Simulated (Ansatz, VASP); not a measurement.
## Two plane-wave programs on CaH5

```
CELL_PARAMETERS angstrom
4.27281 0.00000 0.00000
-2.13640 3.70036 0.00000
0.00000 0.00000 4.06825
ATOMIC_POSITIONS crystal
Ca 0.00000 0.00000 0.50000
H 0.66667 0.33333 0.60296
H 0.00000 0.00000 0.00000
H 0.66667 0.33333 0.39704
H 0.33333 0.66667 0.39704
H 0.33333 0.66667 0.60296
```

Change from the starting cell: species swapped into the BaSn5 type (P6/mmm, No. 191).

Alike in both runs: functional PBE; k mesh 6 × 6 × 4; occupations gaussian, width 0.1 eV; no spin polarisation.

Ansatz relaxed the structure, and its values are those at the end. VASP's run is a single point on that final structure, the one shown.

|  | VASP | Ansatz |
| --- | --- | --- |
| version | VASP 6.6.1 | Ansatz 0.2.0 |
| potentials or method | VASP PAW PBE potentials, release 64 (Ca_sv, H), cutoff 520 eV | scalar-relativistic, plane waves, PAW |
| valence electrons in the cell | 15 | 15 |

```csv
,VASP,Ansatz,Ansatz less VASP
gap on the k mesh at the Fermi level (eV),none,none,-
pressure (GPa),0.0,0.1,+0.05
rms of the force components (eV/Å),0.005,0.007,+0.0022
```

A gap of «none» marks a metal or a gap that the smearing closes. With one functional, cell and mesh, what is left measures potentials, basis and numerics.

The k mesh is coarse, so the values compare programs but aren't converged.
